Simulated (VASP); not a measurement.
# Mg2Si (Fm-3m) in VASP: a series of runs, part 2 of 2

VASP 6.6.1.

## 3. Single point, r2SCAN

Contents of POSCAR:

```
Mg2Si
1.0
    3.1053585756      3.1053585756      0.0000000000
   -3.1053585756      3.1053585756      0.0000000000
    0.0000000000      3.1053585756      3.1053585756
Mg Si
2 1
Direct
    0.2500000000      0.7500000000      0.5000000000
    0.7500000000      0.2500000000      0.5000000000
    0.0000000000      0.0000000000      0.0000000000
```

Contents of INCAR.step1:

```
SYSTEM = Mg2Si
PREC = Accurate ; ENCUT = 660
ISMEAR = 0 ; SIGMA = 0.01
LREAL = .False. ; LASPH = .True.
NELM = 120 ; NBANDS = 11
GGA = PE ; ALGO = Normal
EDIFF = 1E-5 ; LWAVE = .True.
LCHARG = .False. ; GGA_COMPAT = .False.
```

Contents of INCAR.step2:

```
SYSTEM = Mg2Si
PREC = Accurate ; ENCUT = 660
EDIFF = 1E-6 ; ISMEAR = 0
SIGMA = 0.01 ; LREAL = .False.
LASPH = .True. ; NELM = 120
ALGO = Normal ; ISIF = 2
LWAVE = .False. ; LCHARG = .False.
METAGGA = R2SCAN ; LMIXTAU = .True.
NBANDS = 11 ; ISTART = 1
GGA_COMPAT = .False.
```

Contents of KPOINTS:

```
regular mesh
0
Gamma
  6 6 6
  0 0 0
```

Potentials or basis: VASP PAW PBE potentials, release 64 (Mg, Si).

The run is started by

```
$ cat potpaw_PBE.64/Mg/POTCAR potpaw_PBE.64/Si/POTCAR > POTCAR
$ cp INCAR.step1 INCAR
$ mpirun -np 1 vasp_std > vasp.out
$ cp INCAR.step2 INCAR
$ mpirun -np 1 vasp_std > vasp.out
```

It took 36 s on 1 thread of Intel Xeon 6975P-C (Granite Rapids), shared host; peak memory 0.25 GiB.

Results (log left out):

```yaml
Free_energy: -17.6319 eV
Pressure: 3.7 GPa
Band_gap_on_the_k_mesh: 0.37 eV (least direct gap 2.50 eV)
```

Levels at points of the mesh, in eV from the valence-band top:
```csv
k point,band 2,band 3,band 4,band 5,band 6,band 7
"(0.00, 0.00, 0.00)",0.00,0.00,0.00,2.89,2.93,2.93
"(0.50, 0.00, 0.00)",-5.12,-0.76,-0.76,1.99,2.86,2.86
"(0.50, 0.50, 0.00)",-4.72,-2.13,-2.13,0.37,0.85,9.06
```

Caveat: the cell stands under pressure; semilocal functionals underestimate gaps, and a narrow one can read as zero; the PAW data sets were made with another functional, which shifts forces and pressure a little.

## 4. Single point, r2SCAN

This run uses another cell than the first one, of 20.56 Å³/atom.

Contents of POSCAR:

```
Mg2Si
1.0
    3.1357169671      3.1357169671      0.0000000000
   -3.1357169671      3.1357169671      0.0000000000
    0.0000000000      3.1357169671      3.1357169671
Mg Si
2 1
Direct
    0.2500000000      0.7500000000      0.5000000000
    0.7500000000      0.2500000000      0.5000000000
    0.0000000000      0.0000000000      0.0000000000
```

Contents of INCAR.step1:

```
PREC = Accurate
ENCUT = 660
ISMEAR = 0
SIGMA = 0.01
LREAL = F
LASPH = T
NELM = 120
NBANDS = 11
GGA = PE
ALGO = Normal
EDIFF = 1E-5
LWAVE = T
LCHARG = F
GGA_COMPAT = F
```

Contents of INCAR.step2:

```
PREC = Accurate
ENCUT = 660
EDIFF = 1E-6
ISMEAR = 0
SIGMA = 0.01
LREAL = F
LASPH = T
NELM = 120
ALGO = Normal
ISIF = 2
LWAVE = F
LCHARG = T
METAGGA = R2SCAN
LMIXTAU = T
LELF = T
LVHAR = T
NBANDS = 11
ISTART = 1
GGA_COMPAT = F
```

Contents of KPOINTS:

```
Automatic mesh
0
Gamma
  6 6 6
```

The run is started by

```
$ cat potpaw_PBE.64/Mg/POTCAR potpaw_PBE.64/Si/POTCAR > POTCAR
$ cp INCAR.step1 INCAR
$ mpirun -np 1 vasp_std > vasp.out
$ cp INCAR.step2 INCAR
$ mpirun -np 1 vasp_std > vasp.out
```

Run time: 37 s. Hardware: 1 thread of Intel Xeon 6975P-C (Granite Rapids), shared host; peak memory 0.24 GiB.

The run converged. Its results:

* Free energy: -17.6613 eV
* Pressure: 1.7 GPa
* Band gap on the k mesh: 0.41 eV (least direct gap 2.49 eV)

Levels at points of the mesh, in eV from the valence-band top:
```csv
k point,band 2,band 3,band 4,band 5,band 6,band 7
"(0.00, 0.00, 0.00)",0.00,0.00,0.00,2.70,2.89,2.89
"(0.50, 0.00, 0.00)",-5.02,-0.75,-0.75,1.87,2.84,2.84
"(0.50, 0.50, 0.00)",-4.64,-2.09,-2.09,0.41,0.80,8.88
```

Caveat: semilocal functionals underestimate gaps, and a narrow one can read as zero; the PAW data sets were made with another functional, which shifts forces and pressure a little.

## 5. Single point, r2SCAN

This run uses another cell than the first one, of 22.02 Å³/atom.

Contents of POSCAR:

```
Mg2Si
1.0
    3.2086087145      3.2086087145      0.0000000000
   -3.2086087145      3.2086087145      0.0000000000
    0.0000000000      3.2086087145      3.2086087145
Mg Si
2 1
Direct
    0.2500000000      0.7500000000      0.5000000000
    0.7500000000      0.2500000000      0.5000000000
    0.0000000000      0.0000000000      0.0000000000
```

Contents of INCAR.step1:

```
SYSTEM = Mg2Si
ALGO = Normal ; EDIFF = 1E-5
ENCUT = 660 ; GGA = PE
GGA_COMPAT = .FALSE. ; ISMEAR = 0
LASPH = .TRUE. ; LCHARG = .FALSE.
LREAL = .FALSE. ; LWAVE = .TRUE.
NBANDS = 11 ; NELM = 120
PREC = Accurate ; SIGMA = 0.01
```

Contents of INCAR.step2:

```
SYSTEM = Mg2Si
ALGO = Normal ; EDIFF = 1E-6
ENCUT = 660 ; GGA_COMPAT = .FALSE.
ISIF = 2 ; ISMEAR = 0
ISTART = 1 ; LASPH = .TRUE.
LCHARG = .FALSE. ; LMIXTAU = .TRUE.
LREAL = .FALSE. ; LWAVE = .FALSE.
METAGGA = R2SCAN ; NBANDS = 11
NELM = 120 ; PREC = Accurate
SIGMA = 0.01
```

Contents of KPOINTS:

```
k-points
0
G
  6 6 6
  0 0 0
```

The run is started by

```
$ cat potpaw_PBE.64/Mg/POTCAR potpaw_PBE.64/Si/POTCAR > POTCAR
$ cp INCAR.step1 INCAR
$ mpirun -np 1 vasp_std > vasp.out
$ cp INCAR.step2 INCAR
$ mpirun -np 1 vasp_std > vasp.out
```

It took 36 s on 1 thread of Intel Xeon 6975P-C (Granite Rapids), shared host; peak memory 0.26 GiB.

It converged, with:

```
Free energy            : -17.6494 eV
Pressure               : -2.3 GPa
Band gap on the k mesh : 0.48 eV (least direct gap 2.26 eV)
```

Levels at points of the mesh, in eV from the valence-band top:
```csv
k point,band 1,band 2,band 3,band 4,band 5,band 6,band 7,band 8,band 9
"(0.00, 0.00, 0.00)",-9.38,0.00,0.00,0.00,2.26,2.78,2.78,2.78,5.92
"(0.50, 0.00, 0.00)",-7.95,-4.80,-0.73,-0.73,1.58,2.80,2.80,5.53,8.41
"(0.50, 0.50, 0.00)",-7.39,-4.47,-1.99,-1.99,0.48,0.69,8.46,8.46,8.84
```

Caveat: semilocal functionals underestimate gaps, and a narrow one can read as zero; the PAW data sets were made with another functional, which shifts forces and pressure a little.

## 6. Relaxation of cell and atoms, r2SCAN, target pressure -2 GPa, at which the enthalpy is minimised

This run uses another cell than the first one, of 21.22 Å³/atom.

Contents of POSCAR:

```
Mg2Si
1.0
    3.1692463816      3.1692463816      0.0000000000
   -3.1692463816      3.1692463816      0.0000000000
    0.0000000000      3.1692463816      3.1692463816
Mg Si
2 1
Direct
    0.2500000000      0.7500000000      0.5000000000
    0.7500000000      0.2500000000      0.5000000000
    0.0000000000      0.0000000000      0.0000000000
```

Contents of INCAR.step1:

```
SYSTEM = Mg2Si
ALGO = Normal
EDIFF = 1E-5
EDIFFG = -0.005
ENCUT = 660
GGA = PE
GGA_COMPAT = .False.
IBRION = 2
ISIF = 3
ISMEAR = 0
LASPH = .True.
LCHARG = .False.
LREAL = .False.
LWAVE = .True.
NELM = 120
NELMIN = 4
NSW = 100
PREC = Accurate
SIGMA = 0.01
```

Contents of INCAR.step2:

```
SYSTEM = Mg2Si
ALGO = Normal
EDIFF = 1E-7
EDIFFG = -0.002
ENCUT = 660
GGA_COMPAT = .False.
IBRION = 2
ISIF = 3
ISMEAR = 0
ISTART = 1
LASPH = .True.
LCHARG = .False.
LMIXTAU = .True.
LREAL = .False.
LWAVE = .False.
METAGGA = R2SCAN
NELM = 120
NELMIN = 4
NSW = 100
PREC = Accurate
PSTRESS = -20.0
SIGMA = 0.01
```

Contents of KPOINTS:

```
k-points
0
Gamma
  6 6 6
  0 0 0
```

Potentials or basis: VASP PAW PBE potentials, release 64 (Mg, Si).

The run is started by

```
$ cat potpaw_PBE.64/Mg/POTCAR potpaw_PBE.64/Si/POTCAR > POTCAR
$ cp INCAR.step1 INCAR
$ mpirun -np 1 vasp_std > vasp.out
$ cp INCAR.step2 INCAR
$ mpirun -np 1 vasp_std > vasp.out
```

Run time: 77 s. Hardware: 1 thread of Intel Xeon 6975P-C (Granite Rapids), shared host; peak memory 0.26 GiB.

Results (log left out):

| Item | Value |
| --- | --- |
| Free energy | -17.6546 eV |
| Relaxed volume | 21.89 Å³/atom |
| Relaxed cell | a = 4.529 Å, b = 4.529 Å, c = 4.529 Å, α = 60.00°, β = 60.00°, γ = 90.00° |
| Space group after relaxing (to 0.1 Å) | Fm-3m (No. 225) |
| Energy change on relaxing (the run minimises the enthalpy) | +4.9 meV/atom |
| Ionic steps | 3 |
| Pressure after relaxing | -2.0 GPa |
| Band gap on the k mesh | 0.48 eV (least direct gap 2.30 eV) |

The path:
```csv
step,energy change (eV),largest force (eV/Å),pressure (GPa),volume (Å³)
1,0.0000,0.0000,-0.30,63.66
2,0.0159,0.0000,-2.06,65.76
3,0.0148,0.0000,-2.00,65.67
```

Final structure:
```xyz
3
Lattice="3.2022 3.2022 0.0000 -3.2022 3.2022 0.0000 0.0000 3.2022 3.2022" Properties=species:S:1:pos:R:3 pbc="T T T"
Mg   -1.6011    4.8033    1.6011
Mg    1.6011    4.8033    1.6011
Si    0.0000    0.0000    0.0000
```

Levels at points of the mesh, in eV from the valence-band top:
```tsv
k point	band 2	band 3	band 4	band 5	band 6	band 7
(0.00, 0.00, 0.00)	0.00	0.00	0.00	2.30	2.79	2.79
(0.50, 0.00, 0.00)	-4.82	-0.73	-0.73	1.61	2.80	2.80
(0.50, 0.50, 0.00)	-4.48	-2.00	-2.00	0.48	0.70	8.49
```

Caveat: the cell is relaxed towards a set pressure, so the run minimises the enthalpy, not the energy; semilocal functionals underestimate gaps, and a narrow one can read as zero; the PAW data sets were made with another functional, which shifts forces and pressure a little. Zero-point motion and thermal expansion aren't in these numbers.

## 7. Summary

```tsv
task	cell	gap on the mesh (eV)	pressure (GPa)
single point	a = 4.392 Å, angles 60.0, 60.0, 90.0°, 3 atoms	0.37	3.7
single point	a = 4.435 Å, angles 60.0, 60.0, 90.0°, 3 atoms	0.41	1.7
single point	a = 4.538 Å, angles 60.0, 60.0, 90.0°, 3 atoms	0.48	-2.3
relaxation of cell and atoms	relaxed to -2 GPa from a = 4.482 Å, angles 60.0, 60.0, 90.0°, 3 atoms	0.48	-2.0
```

Alike in all rows: level r2SCAN; potentials or basis VASP PAW PBE potentials, release 64 (Mg, Si); no spin polarisation; k mesh 6 × 6 × 6; cutoff (eV) 660; smearing gaussian 0.01 eV.

Caveats: semilocal functionals underestimate gaps, and a narrow one can read as zero; the PAW data sets were made with another functional, which shifts forces and pressure a little; the cell stands under pressure (at least some runs); the cell is relaxed towards a set pressure, so the run minimises the enthalpy, not the energy (at least some runs).

Absolute energies hang on the potentials; compare differences alone.
